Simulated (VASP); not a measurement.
# BeTe in VASP: a series of runs

Aim: see how the results for BeTe move with the level of theory and the settings. Levels: r2SCAN, HSE06. Tasks: single point.

Program: VASP 6.6.1. These are calculated values, not measurements. Logs are shortened: lines on timing, memory, paths and dates and some standing lists are left out, and cuts for length are marked.

## 1. The cell of the first run

Symmetry: I-4m2, No. 119, tetragonal system. The conventional cell has a = 4.000 Å, b = 4.000 Å, c = 5.787 Å, α = 90.00°, β = 90.00°, γ = 90.00°. Within 3.3 Å of Be (site symmetry -4m2) lie 4 Te at 2.47 Å. Te (site symmetry -4m2) has 4 Be at 2.47 Å within 3.3 Å.

## 2. Single point, r2SCAN (uniaxial x strain +2.3%)

Contents of POSCAR:

```
BeTe
1.0
    0.0000000000      2.8286236224      2.8286236224
    2.8936819657      0.0000000000      2.8286236224
    2.8936819657      2.8286236224      0.0000000000
Be Te
1 1
Direct
    0.0000000000      0.0000000000      0.0000000000
    0.2500000000      0.2500000000      0.2500000000
```

Contents of INCAR.step1:

```
  ALGO = Normal
  EDIFF = 1E-4
  ENCUT = 520
  GGA = PE
  ISMEAR = 0
  LASPH = T
  LCHARG = F
  LREAL = F
  LWAVE = T
  NBANDS = 11
  NELM = 60
  PREC = Accurate
  SIGMA = 0.01
```

Contents of INCAR.step2:

```
  ALGO = Normal
  EDIFF = 1E-6
  ENCUT = 520
  ISIF = 2
  ISMEAR = 0
  ISTART = 1
  LASPH = T
  LCHARG = F
  LMIXTAU = T
  LREAL = F
  LWAVE = F
  METAGGA = R2SCAN
  NBANDS = 11
  NELM = 60
  PREC = Accurate
  SIGMA = 0.01
```

Contents of KPOINTS:

```
k-points
0
Gamma
  8 8 8
```

Potentials or basis: VASP PAW PBE potentials, release 64 (Be, Te).

The run is started by

```sh
$ cat potpaw_PBE.64/Be/POTCAR potpaw_PBE.64/Te/POTCAR > POTCAR
$ cp INCAR.step1 INCAR
$ mpirun -np 1 vasp_std > vasp.out
$ cp INCAR.step2 INCAR
$ mpirun -np 1 vasp_std > vasp.out
```

OUTCAR:

```text
EDIFF = 1E-6
   ENCUT = 520
   ISIF = 2
   ISMEAR = 0
   ISTART = 1
   LASPH = T
   LREAL = F
   METAGGA = R2SCAN
   NELM = 60
   PREC = Accurate

 ion  position               nearest neighbor table
   1  0.000  0.000  0.000-   2 2.47   2 2.47   2 2.47   2 2.47
   2  0.250  0.250  0.250-   1 2.47   1 2.47   1 2.47   1 2.47

  LATTYP: Found a body centered tetragonal cell.
 ALAT       =     4.0002778896
 C/A-ratio  =     1.4467404743

  Lattice vectors:

 A1 = (   2.8936819657,   0.0000000000,   2.8286236224)
 A2 = (   2.8936819657,   0.0000000000,  -2.8286236224)
 A3 = (  -2.8936819657,   2.8286236224,   0.0000000000)

Analysis of symmetry for initial positions (statically):
=====================================================================
 Subroutine PRICEL returns:
 Original cell was already a primitive cell.

 Routine SETGRP: Setting up the symmetry group for a
 body centered tetragonal supercell.

 Subroutine GETGRP returns: Found  8 space group operations
 (whereof  8 operations were pure point group operations)
 out of a pool of 16 trial point group operations.

The static configuration has the point symmetry D_2d.

Analysis of symmetry for dynamics (positions and initial velocities):
=====================================================================
 Subroutine PRICEL returns:
 Original cell was already a primitive cell.

 Routine SETGRP: Setting up the symmetry group for a
 body centered tetragonal supercell.

 Subroutine GETGRP returns: Found  8 space group operations
 (whereof  8 operations were pure point group operations)
 out of a pool of 16 trial point group operations.

The dynamic configuration has the point symmetry D_2d.

 Subroutine INISYM returns: Found  8 space group operations
 (whereof  8 operations are pure point group operations),
 and found     1 'primitive' translations

----------------------------------------------------------------------------------------

                                     Primitive cell

  volume of cell :      46.3053

  direct lattice vectors                    reciprocal lattice vectors
     0.000000000  2.828623622  2.828623622    -0.172790240  0.176764415  0.176764415
     2.893681966  0.000000000  2.828623622     0.172790240 -0.176764415  0.176764415
     2.893681966  2.828623622  0.000000000     0.172790240  0.176764415 -0.176764415

  length of vectors
     4.000277890  4.046542588  4.046542588     0.303887781  0.303887781  0.303887781

  position of ions in fractional coordinates (direct lattice)
     0.000000000  0.000000000  0.000000000
     0.250000000  0.250000000  0.250000000

  ion indices of the primitive-cell ions
   primitive index   ion index
                 1           1
                 2           2

----------------------------------------------------------------------------------------

 KPOINTS: k-points

Automatic generation of k-mesh.
 Grid dimensions read from file:
 generate k-points for:    8    8    8

 Generating k-lattice:

  Cartesian coordinates                     Fractional coordinates (reciprocal lattice)
    -0.021598780  0.022095552  0.022095552     0.125000000 -0.000000000 -0.000000000
     0.021598780 -0.022095552  0.022095552     0.000000000  0.125000000  0.000000000
     0.021598780  0.022095552 -0.022095552     0.000000000  0.000000000  0.125000000

  Length of vectors
     0.037985973  0.037985973  0.037985973

  Shift w.r.t. Gamma in fractional coordinates (k-lattice)
     0.000000000  0.000000000  0.000000000

 Subroutine IBZKPT returns following result:
 ===========================================

 Found     59 irreducible k-points:

 Following reciprocal coordinates:
            Coordinates               Weight
  0.000000  0.000000  0.000000      1.000000
  0.125000 -0.000000 -0.000000      8.000000
  0.250000 -0.000000 -0.000000      8.000000
  0.375000 -0.000000 -0.000000      8.000000
  0.500000 -0.000000 -0.000000      4.000000
  0.125000  0.125000  0.000000      4.000000
[... 16 lines left out ...]
  0.250000  0.125000  0.125000      4.000000
  0.375000  0.125000  0.125000      8.000000
 [... further k-points ...]
   k-points           NKPTS =     59   k-points in BZ     NKDIM =     59   number of bands    NBANDS=     11
   number of dos      NEDOS =    301   number of ions     NIONS =      2
   total plane-waves  NPLWV =  27000
   dimension x,y,z NGX =    30 NGY =   30 NGZ =   30
   dimension x,y,z NGXF=    60 NGYF=   60 NGZF=   60
   ions per type =               1   1
   NGX,Y,Z   is equivalent  to a cutoff of  12.47, 12.33, 12.33 a.u.
   NGXF,Y,Z  is equivalent  to a cutoff of  24.94, 24.65, 24.65 a.u.
 SYSTEM =  unknown system
   PREC   = accura    normal or accurate (medium, high low for compatibility)
   ISTART =      1    job   : 0-new  1-cont  2-samecut
   ICHARG =      0    charge: 1-file 2-atom 10-const
   ISPIN  =      1    spin polarized calculation?
   LNONCOLLINEAR =      F non collinear calculations
   LSORBIT =      F    spin-orbit coupling
   LASPH  =      T    aspherical Exc in radial PAW
   ENCUT  =  520.0 eV  38.22 Ry    6.18 a.u.   7.44  7.52  7.52*2*pi/ulx,y,z
   NELM   =     60;   NELMIN=  2; NELMDL=  0     # of ELM steps
   EDIFF  = 0.1E-05   stopping-criterion for ELM
   LREAL  =      F    real-space projection
   EDIFFG = 0.1E-04   stopping-criterion for IOM
   NSW    =      0    number of steps for IOM
   IBRION =     -1    ionic relax: 0-MD 1-quasi-New 2-CG
   NFREE  =      0    steps in history (QN), initial steepest desc. (CG)
   ISIF   =      2    stress and relaxation
   ISYM   =      2    0-nonsym 1-usesym 2-fastsym
   POTIM  = 0.5000    time-step for ionic-motion
   TEBEG  =    0.0;   TEEND  =   0.0 temperature during run
   PSTRESS=    0.0 pullay stress
   NELECT =       8.0000    total number of electrons
   NUPDOWN=      -1.0000    fix difference up-down
   EMIN   =  10.00;   EMAX   =-10.00  energy-range for DOS
   EFERMI =   0.00;   METHOD = LEGACY
   ISMEAR =     0;   SIGMA  =   0.01  broadening in eV -4-tet -1-fermi 0-gaus
   EFERMI_NEDOS =   21; number of points for ismear=-14 and -15
   IALGO  =     38    algorithm
   IMIX   =      4    mixing-type and parameters
     AMIX     =   0.40;   BMIX     =  1.00
     AMIX_MAG =   1.60;   BMIX_MAG =  1.00
  volume/ion in A,a.u.               =      23.15       156.24
  Fermi-wavevector in a.u.,A,eV,Ry     =   0.911789  1.723032 11.311334  0.831360
  Thomas-Fermi vector in A             =   2.036109
   LORBIT       =      0    0 simple, 1 ext, 2 COOP (PROOUT), +10 PAW based schemes
   METAGGA = R2SCAN    functional components
   LHFCALC =     F    Hartree Fock is set to
   AEXX    =    0.0000 exact exchange contribution
   IVDW    =     0    specifies the selected vdW correction
   LEPSILON=     F    determine dielectric tensor
   LRPA    =     F    only Hartree local field effects (RPA)
 non-spin polarized calculation
 Gauss-broadening in eV      SIGMA  =   0.01
  energy-cutoff  :      520.00
  volume of cell :       46.31
 maximum number of plane-waves:      1264
 NGX is ok and might be reduce to    30
   NGX = 15   NGY = 15   NGZ = 15

 number of electron       8.0000000 magnetization

 Free energy of the ion-electron system (eV)
  ---------------------------------------------------
  ext. energy  EPLUGINS =         0.00000000
  ---------------------------------------------------
  free energy    TOTEN  =       -30.67861047 eV

  energy without entropy =      -30.67861047  energy(sigma->0) =      -30.67861047

 E-fermi :   4.6827     XC(G=0):  -9.3287

 val. band max:        4.5777742900   @ k =   0.0000   0.0000   0.0000
 cond. band min:       6.9073179877   @ k =   0.5000   0.5000   0.0000
 fundamental gap:      2.3295436977
 Fermi energy:         4.6827112655

 k-point     1 :       0.0000    0.0000    0.0000
  band No.  band energies     occupation
      1      -8.0070      2.00000
      2       4.4488      2.00000
      3       4.5778      2.00000
      4       4.5778      2.00000
      5       8.5759      0.00000
      6       8.5759      0.00000
      7       8.6195      0.00000
      8       8.7617      0.00000
      9      13.5071      0.00000
     10      14.9723      0.00000
     11      15.4370      0.00000

 k-point     2 :       0.1250   -0.0000   -0.0000
  band No.  band energies     occupation
      1      -7.8575      2.00000
      2       3.2530      2.00000
      3       4.2587      2.00000
      4       4.3651      2.00000
      5       8.5002      0.00000
      6       8.9174      0.00000
      7       8.9445      0.00000
      8      10.0336      0.00000
      9      13.9631      0.00000
     10      14.1941      0.00000
     11      14.5156      0.00000

 k-point     3 :       0.2500   -0.0000   -0.0000
  band No.  band energies     occupation
      1      -7.4463      2.00000
      2       1.2456      2.00000
      3       3.8076      2.00000
      4       3.9582      2.00000
      5       8.2431      0.00000
      6       9.4497      0.00000
      7       9.4818      0.00000
      8      12.0501      0.00000
      9      13.9863      0.00000
     10      14.1532      0.00000
     11      14.3279      0.00000
[... 267 lines left out ...]
 k-point    23 :       0.2500    0.1250    0.1250
  band No.  band energies     occupation
      1      -7.6139      2.00000
      2       2.2573      2.00000
      3       3.2493      2.00000
      4       4.3418      2.00000
      5       8.9498      0.00000
      6       9.0406      0.00000
      7       9.3063      0.00000
      8      10.9886      0.00000
      9      13.4729      0.00000
     10      14.3702      0.00000
     11      15.0494      0.00000

 k-point    24 :       0.3750    0.1250    0.1250
  band No.  band energies     occupation
      1      -7.1526      2.00000
      2       0.6518      2.00000
      3       2.6211      2.00000
      4       3.9352      2.00000
      5       8.8703      0.00000
      6       9.6153      0.00000
      7       9.8375      0.00000
      8      11.8071      0.00000
      9      13.4316      0.00000
     10      14.9613      0.00000
     11      16.2438      0.00000

 [... further k-points ...]

------------------------ aborting loop because EDIFF is reached ----------------------------------------

  FORCE on cell =-STRESS in cart. coord.  units (eV):
  Direction    XX          YY          ZZ          XY          YZ          ZX
  --------------------------------------------------------------------------------------
  -------------------------------------------------------------------------------------
  Total       -0.6129156     -0.1923295     -0.1923295     -0.0000000      0.0000000     -0.0000000
  in kB      -21.2070454     -6.6546519     -6.6546519     -0.0000000      0.0000000     -0.0000000
  external PRESSURE =     -11.5054497 kB  Pullay stress =       0.0000000 kB

 VOLUME and BASIS-vectors are now :
 -----------------------------------------------------------------------------
  energy-cutoff  :      520.00
  volume of cell :       46.31
      direct lattice vectors                 reciprocal lattice vectors
     0.000000000  2.828623622  2.828623622    -0.172790240  0.176764415  0.176764415
     2.893681966  0.000000000  2.828623622     0.172790240 -0.176764415  0.176764415
     2.893681966  2.828623622  0.000000000     0.172790240  0.176764415 -0.176764415

 POSITION                                       TOTAL-FORCE (eV/Angst)
 -----------------------------------------------------------------------------------
      0.00000      0.00000      0.00000         0.000000      0.000000      0.000000
      1.44684      1.41431      1.41431        -0.000000     -0.000000     -0.000000
 -----------------------------------------------------------------------------------
    total drift:                                0.000000      0.000000      0.000000

  FREE ENERGIE OF THE ION-ELECTRON SYSTEM (eV)
  ---------------------------------------------------
  free  energy   TOTEN  =       -30.6786104690 eV

  energy  without entropy=      -30.6786104690  energy(sigma->0) =      -30.67861047
```

Wall time 80 s (1 thread of Intel Xeon Platinum 8488C (Sapphire Rapids), shared host); peak memory 0.19 GiB.

What came out:

```yaml
Free_energy: -30.6786 eV
Pressure: -1.2 GPa
Band_gap_on_the_k_mesh: 2.33 eV (least direct gap 4.00 eV)
```

Caveat: the cell differs from its parent crystal (uniaxial x strain +2.3%); the PAW data sets were made with another functional, which shifts forces and pressure a little; spin-orbit coupling is left out, which moves the levels of the heavy elements. A k mesh can miss the band edges.

## 3. Single point, HSE06 (strain -3.3%)

Contents of POSCAR:

```
BeTe
1.0
    0.0000000000      2.7341475934      2.7341475934
    2.7341475934      0.0000000000      2.7341475934
    2.7341475934      2.7341475934      0.0000000000
Be Te
1 1
Direct
    0.0000000000      0.0000000000      0.0000000000
    0.2500000000      0.2500000000      0.2500000000
```

Contents of INCAR.step1:

```
PREC = Accurate
ENCUT = 520
EDIFF = 1E-5
ISMEAR = 0
SIGMA = 0.01
LREAL = F
LASPH = T
NELM = 60
ALGO = Normal
ISIF = 2
LWAVE = T
GGA = PE
NBANDS = 11
```

Contents of INCAR.step2:

```
PREC = Accurate
ENCUT = 520
EDIFF = 1E-6
ISMEAR = 0
SIGMA = 0.01
LREAL = F
LASPH = T
NELM = 60
ALGO = Normal
ISIF = 2
LWAVE = F
LCHARG = T
GGA = PE
LHFCALC = T
HFSCREEN = 0.2079
PRECFOCK = Normal
LELF = T
LVHAR = T
ISTART = 1
NBANDS = 11
```

Contents of KPOINTS:

```
Automatic mesh
0
Gamma
  6 6 6
```

Potentials or basis: VASP PAW PBE potentials, release 64 (Be, Te).

The run is started by

```sh
$ cat potpaw_PBE.64/Be/POTCAR potpaw_PBE.64/Te/POTCAR > POTCAR
$ cp INCAR.step1 INCAR
$ mpirun -np 1 vasp_std > vasp.out
$ cp INCAR.step2 INCAR
$ mpirun -np 1 vasp_std > vasp.out
```

It took 8.1 min on 1 thread of Intel Xeon Platinum 8488C (Sapphire Rapids), shared host; peak memory 0.3 GiB.

It converged, with:

```yaml
Free_energy: -8.6861 eV
Pressure: 6.2 GPa
Band_gap_on_the_k_mesh: 2.39 eV (least direct gap 4.38 eV)
```

Levels at points of the mesh, in eV from the valence-band top:
```tsv
k point	band 1	band 2	band 3	band 4	band 5	band 6	band 7	band 8
(0.00, 0.00, 0.00)	-14.12	0.00	0.00	0.00	4.38	4.38	4.38	5.27
(0.50, 0.00, 0.00)	-12.35	-6.76	-1.39	-1.39	4.08	5.41	5.41	8.79
(0.50, 0.50, 0.00)	-11.69	-6.20	-3.26	-3.26	2.39	3.23	11.67	11.67
```

Caveat: the cell differs from its parent crystal (strain -3.3%); the cell stands under pressure; the PAW data sets were made with another functional, which shifts forces and pressure a little; spin-orbit coupling is left out, which moves the levels of the heavy elements. A k mesh can miss the band edges.

## 4. Single point, HSE06 (uniaxial x strain +2.3%)

Contents of POSCAR:

```
BeTe
1.0
    0.0000000000      2.8286236224      2.8286236224
    2.8936819657      0.0000000000      2.8286236224
    2.8936819657      2.8286236224      0.0000000000
Be Te
1 1
Direct
    0.0000000000      0.0000000000      0.0000000000
    0.2500000000      0.2500000000      0.2500000000
```

Contents of INCAR.step1:

```
SYSTEM = BeTe
ALGO     = Normal         ! electronic algorithm
EDIFF    = 1E-5           ! SCF threshold, eV
ENCUT    = 520            ! plane-wave cutoff, eV
GGA      = PE             ! functional
ISIF     = 2              ! what is computed and relaxed
ISMEAR   = 0              ! smearing method
LASPH    = .TRUE.         ! aspherical terms in the spheres
LCHARG   = .FALSE.        ! write CHGCAR
LREAL    = .FALSE.        ! projectors in reciprocal space
LWAVE    = .TRUE.         ! write WAVECAR
NBANDS   = 11             ! bands
NELM     = 60             ! most SCF steps
PREC     = Accurate       ! precision mode
SIGMA    = 0.01           ! smearing width, eV
```

Contents of INCAR.step2:

```
SYSTEM = BeTe
ALGO     = Normal         ! electronic algorithm
EDIFF    = 1E-6           ! SCF threshold, eV
ENCUT    = 520            ! plane-wave cutoff, eV
GGA      = PE             ! functional
HFSCREEN = 0.2079         ! screening, 1/A
ISIF     = 2              ! what is computed and relaxed
ISMEAR   = 0              ! smearing method
ISTART   = 1            
LASPH    = .TRUE.         ! aspherical terms in the spheres
LCHARG   = .FALSE.        ! write CHGCAR
LHFCALC  = .TRUE.         ! exact exchange
LREAL    = .FALSE.        ! projectors in reciprocal space
LWAVE    = .FALSE.        ! write WAVECAR
NBANDS   = 11             ! bands
NELM     = 60             ! most SCF steps
PREC     = Accurate       ! precision mode
PRECFOCK = Normal       
SIGMA    = 0.01           ! smearing width, eV
```

Contents of KPOINTS:

```
k-points
0
G
  6 6 6
  0 0 0
```

The run is started by

```sh
$ cat potpaw_PBE.64/Be/POTCAR potpaw_PBE.64/Te/POTCAR > POTCAR
$ cp INCAR.step1 INCAR
$ mpirun -np 1 vasp_std > vasp.out
$ cp INCAR.step2 INCAR
$ mpirun -np 1 vasp_std > vasp.out
```

Run time: 14 min. Hardware: 1 thread of Intel Xeon Platinum 8488C (Sapphire Rapids), shared host; peak memory 0.3 GiB.

The run converged. Its results:

| Quantity | Value |
| --- | --- |
| Free energy | -8.7374 eV |
| Pressure | -2.2 GPa |
| Band gap on the k mesh | 2.64 eV (least direct gap 4.28 eV) |

Stress tensor (GPa, compression positive):
```
-3.20  0.00  0.00
 0.00 -1.70  0.00
 0.00  0.00 -1.70
```

Levels at points of the mesh, in eV from the valence-band top:
| k point | band 2 | band 3 | band 4 | band 5 | band 6 | band 7 |
| --- | --- | --- | --- | --- | --- | --- |
| (0.00, 0.00, 0.00) | -0.13 | 0.00 | 0.00 | 4.28 | 4.45 | 4.45 |
| (0.50, 0.00, 0.00) | -5.90 | -1.30 | -1.10 | 3.67 | 5.39 | 5.52 |
| (0.50, 0.50, 0.00) | -5.45 | -2.85 | -2.80 | 2.64 | 3.32 | 10.73 |
| (0.00, 0.50, 0.50) | -5.58 | -2.67 | -2.67 | 2.79 | 3.51 | 10.77 |

Caveat: the cell differs from its parent crystal (uniaxial x strain +2.3%); the PAW data sets were made with another functional, which shifts forces and pressure a little; spin-orbit coupling is left out, which moves the levels of the heavy elements.

## 5. The runs side by side

```csv
level,cell,k mesh,grid for exact exchange (PRECFOCK),share of exact exchange,screening parameter,gap on the mesh (eV),pressure (GPa)
r2SCAN,"a = 4.000, b = 4.047, c = 4.047 Å, angles 59.2, 60.4, 60.4°, 2 atoms",8 × 8 × 8,-,-,-,2.33,-1.2
HSE06,"a = 3.867 Å, angles 60.0°, 2 atoms",6 × 6 × 6,Normal,0.25,0.2079 1/Å,2.39,6.2
HSE06,"a = 4.000, b = 4.047, c = 4.047 Å, angles 59.2, 60.4, 60.4°, 2 atoms",6 × 6 × 6,Normal,0.25,0.2079 1/Å,2.64,-2.2
```

Alike in all rows: task single point; potentials or basis VASP PAW PBE potentials, release 64 (Be, Te); no spin polarisation; cutoff (eV) 520; smearing gaussian 0.01 eV.

Caveats: the PAW data sets were made with another functional, which shifts forces and pressure a little; spin-orbit coupling is left out, which moves the levels of the heavy elements; the cell stands under pressure (at least some runs).

Absolute energies hang on the potentials; compare differences alone.
